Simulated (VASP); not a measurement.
# Rb (Fm-3m) in VASP: notebook, part 2 of 2

VASP 6.6.1. Earlier steps stand in the parts before.

## (4) Single point, RPBE (volume scaled by 0.96)

The input, INCAR:

```
SYSTEM = Rb
  ALGO = Normal
  EDIFF = 1E-6
  ENCUT = 520
  GGA = RP
  ISIF = 2
  ISMEAR = -1
  LASPH = .TRUE.
  LCHARG = .FALSE.
  LREAL = .FALSE.
  LWAVE = .FALSE.
  NBANDS = 10
  NELM = 80
  PREC = Accurate
  SIGMA = 0.1
```

The input, KPOINTS:

```
k-points
0
G
  8 8 8
  0 0 0
```

The input, POSCAR:

```
Rb
1.0
    0.0000000000      3.6469805267      3.6469805267
    3.6469805267      0.0000000000      3.6469805267
    3.6469805267      3.6469805267      0.0000000000
Rb
1
Direct
    0.0000000000      0.0000000000      0.0000000000
```

Potentials or basis: VASP PAW PBE potentials, release 64 (Rb_sv).

The run is started by

```sh
$ cat potpaw_PBE.64/Rb_sv/POTCAR > POTCAR
$ mpirun -np 1 vasp_std > vasp.out
```

OUTCAR:

```text
SYSTEM = Rb
   EDIFF = 1E-6
   ENCUT = 520
   GGA = RP
   ISIF = 2
   ISMEAR = -1
   LASPH = .TRUE.
   LREAL = .FALSE.
   NELM = 80
   PREC = Accurate

 ion  position               nearest neighbor table
   1  0.000  0.000  0.000-

  LATTYP: Found a face centered cubic cell.
 ALAT       =     7.2939610534

  Lattice vectors:

 A1 = (   0.0000000000,   3.6469805267,   3.6469805267)
 A2 = (   3.6469805267,   0.0000000000,   3.6469805267)
 A3 = (   3.6469805267,   3.6469805267,   0.0000000000)

Analysis of symmetry for initial positions (statically):
=====================================================================
 Subroutine PRICEL returns:
 Original cell was already a primitive cell.

 Routine SETGRP: Setting up the symmetry group for a
 face centered cubic supercell.

 Subroutine GETGRP returns: Found 48 space group operations
 (whereof 48 operations were pure point group operations)
 out of a pool of 48 trial point group operations.

The static configuration has the point symmetry O_h .

Analysis of symmetry for dynamics (positions and initial velocities):
=====================================================================
 Subroutine PRICEL returns:
 Original cell was already a primitive cell.

 Routine SETGRP: Setting up the symmetry group for a
 face centered cubic supercell.

 Subroutine GETGRP returns: Found 48 space group operations
 (whereof 48 operations were pure point group operations)
 out of a pool of 48 trial point group operations.

The dynamic configuration has the point symmetry O_h .

 Subroutine INISYM returns: Found 48 space group operations
 (whereof 48 operations are pure point group operations),
 and found     1 'primitive' translations

----------------------------------------------------------------------------------------

                                     Primitive cell

[... 105 lines left out ...]
   IALGO  =     38    algorithm
   IMIX   =      4    mixing-type and parameters
     AMIX     =   0.40;   BMIX     =  1.00
     AMIX_MAG =   1.60;   BMIX_MAG =  1.00
  volume/ion in A,a.u.               =      97.01       654.68
  Fermi-wavevector in a.u.,A,eV,Ry     =   0.741104  1.400483  7.472789  0.549234
  Thomas-Fermi vector in A             =   1.835665
   LORBIT       =      0    0 simple, 1 ext, 2 COOP (PROOUT), +10 PAW based schemes
   GGA     = RP    functional components
   LHFCALC =     F    Hartree Fock is set to
   AEXX    =    0.0000 exact exchange contribution
   IVDW    =     0    specifies the selected vdW correction
   LEPSILON=     F    determine dielectric tensor
   LRPA    =     F    only Hartree local field effects (RPA)
 non-spin polarized calculation
  energy-cutoff  :      520.00
  volume of cell :       97.01
 maximum number of plane-waves:      2655
 NGX is ok and might be reduce to    40
   NGX = 19   NGY = 19   NGZ = 19

 number of electron       9.0000000 magnetization

 Free energy of the ion-electron system (eV)
  ---------------------------------------------------
  ext. energy  EPLUGINS =         0.00000000
  ---------------------------------------------------
  free energy    TOTEN  =        -0.83855734 eV

  energy without entropy =       -0.80605619  energy(sigma->0) =       -0.82230676

 E-fermi :  -0.0163     XC(G=0):  -5.1833

 val. band max:       -0.1284793914   @ k =  -0.3750   0.1250   0.0000
 cond. band min:       0.0528589068   @ k =   0.5000   0.3750   0.1250
 fundamental gap:      0.1813382982
 Fermi energy:        -0.0162650683

 k-point     1 :       0.0000    0.0000    0.0000
  band No.  band energies     occupation
      1     -28.9844      2.00000
      2     -13.0434      2.00000
      3     -13.0434      2.00000
      4     -13.0434      2.00000
      5      -1.8768      2.00000
      6       3.5769      0.00000
      7       3.5769      0.00000
      8       3.5769      0.00000
      9       4.8616      0.00000
     10       4.8616      0.00000
[... 287 lines left out ...]
 k-point    24 :      -0.3750    0.2500    0.1250
  band No.  band energies     occupation
      1     -28.9813      2.00000
      2     -13.1063      2.00000
      3     -13.0725      2.00000
      4     -13.0596      2.00000
      5       0.6302      0.00311
      6       0.7491      0.00095
      7       2.3844      0.00000
      8       3.4115      0.00000
      9       4.5035      0.00000
     10       5.4724      0.00000

 [... further k-points ...]
[... 5 lines left out ...]
  --------------------------------------------------------------------------------------
  -------------------------------------------------------------------------------------
  Total        0.0699631      0.0699631      0.0699631     -0.0000000     -0.0000000     -0.0000000
  in kB        1.1554447      1.1554447      1.1554447     -0.0000000     -0.0000000     -0.0000000
  external PRESSURE =       1.1554447 kB  Pullay stress =       0.0000000 kB

 VOLUME and BASIS-vectors are now :
 -----------------------------------------------------------------------------
  energy-cutoff  :      520.00
  volume of cell :       97.01
      direct lattice vectors                 reciprocal lattice vectors
     0.000000000  3.646980527  3.646980527    -0.137099718  0.137099718  0.137099718
     3.646980527  0.000000000  3.646980527     0.137099718 -0.137099718  0.137099718
     3.646980527  3.646980527  0.000000000     0.137099718  0.137099718 -0.137099718

 POSITION                                       TOTAL-FORCE (eV/Angst)
 -----------------------------------------------------------------------------------
      0.00000      0.00000      0.00000        -0.000000      0.000000      0.000000
 -----------------------------------------------------------------------------------
    total drift:                               -0.000000     -0.000000     -0.000000

  FREE ENERGIE OF THE ION-ELECTRON SYSTEM (eV)
  ---------------------------------------------------
  free  energy   TOTEN  =        -0.8385573395 eV

  energy  without entropy=       -0.8060561896  energy(sigma->0) =       -0.82230676
```

OSZICAR:

```text
N       E                     dE             d eps       ncg     rms          rms(c)
DAV:   1     0.452684943536E+02    0.45268E+02   -0.32181E+03   580   0.647E+02
DAV:   2     0.201747477252E+01   -0.43251E+02   -0.42224E+02   646   0.123E+02
DAV:   3    -0.684221311450E+00   -0.27017E+01   -0.26937E+01   742   0.329E+01
DAV:   4    -0.830623339378E+00   -0.14640E+00   -0.14610E+00   882   0.663E+00
DAV:   5    -0.831880328856E+00   -0.12570E-02   -0.12568E-02   748   0.702E-01    0.133E+00
DAV:   6    -0.835307923736E+00   -0.34276E-02   -0.20040E-03   688   0.283E-01    0.790E-01
DAV:   7    -0.838307827386E+00   -0.29999E-02   -0.36730E-03   656   0.399E-01    0.434E-02
DAV:   8    -0.838544930129E+00   -0.23710E-03   -0.20794E-04   718   0.117E-01    0.208E-02
DAV:   9    -0.838557164656E+00   -0.12235E-04   -0.13667E-05   806   0.304E-02    0.520E-03
DAV:  10    -0.838557339494E+00   -0.17484E-06   -0.32957E-06   812   0.974E-03
   1 F= -.83855734E+00 E0= -.82230676E+00  d E =-.325011E-01
```

stdout:

```text
POSCAR found type information on POSCAR Rb
 POSCAR found :  1 types and       1 ions
 scaLAPACK will be used
 -----------------------------------------------------------------------------
|                                                                             |
|                                                                             |
|     You enforced a specific xc type in the INCAR file but a different       |
|     I HOPE YOU KNOW WHAT YOU ARE DOING!                                     |
|                                                                             |
 -----------------------------------------------------------------------------

 LDA part: xc-table for (Slater+PW92), standard interpolation
 POSCAR, INCAR and KPOINTS ok, starting setup
 FFT: planning ... GRIDC
 FFT: planning ... GRID_SOFT
 FFT: planning ... GRID
 WAVECAR not read
 entering main loop
```

Run time: 19 s. Hardware: 1 thread of Intel Xeon Platinum 8259CL at 2.50GHz (Skylake/Cascade Lake), shared host; peak memory 0.23 GiB.

Results:

* Free energy: -0.8386 eV
* Pressure: 0.1 GPa

Levels at points of the mesh, in eV from the Fermi level:
```tsv
k point	band 2	band 3	band 4	band 5	band 6	band 7	band 8	band 9
(0.00, 0.00, 0.00)	-13.03	-13.03	-13.03	-1.86	3.59	3.59	3.59	4.88
(0.50, 0.00, 0.00)	-13.10	-13.04	-13.04	0.19	0.60	3.38	3.38	5.42
(0.50, 0.50, 0.00)	-13.10	-13.05	-13.05	0.67	1.33	1.87	4.31	4.31
```

Caveat: the PAW data sets were made with another functional, which shifts forces and pressure a little.

## (5) Summary

```csv
cell,gap on the mesh (eV),pressure (GPa)
"a = 5.010 Å, angles 60.0°, 1 atom",none,0.4
"a = 5.085 Å, angles 60.0°, 1 atom",none,0.2
"a = 5.158 Å, angles 60.0°, 1 atom",none,0.1
```

Alike in all rows: task single point; level RPBE; potentials or basis VASP PAW PBE potentials, release 64 (Rb_sv); no spin polarisation; k mesh 8 × 8 × 8; cutoff (eV) 520; smearing fermi-dirac 0.1 eV.

Caveats: the PAW data sets were made with another functional, which shifts forces and pressure a little.

Total energies depend on the potentials used, so only differences within one code and one set of settings carry meaning.
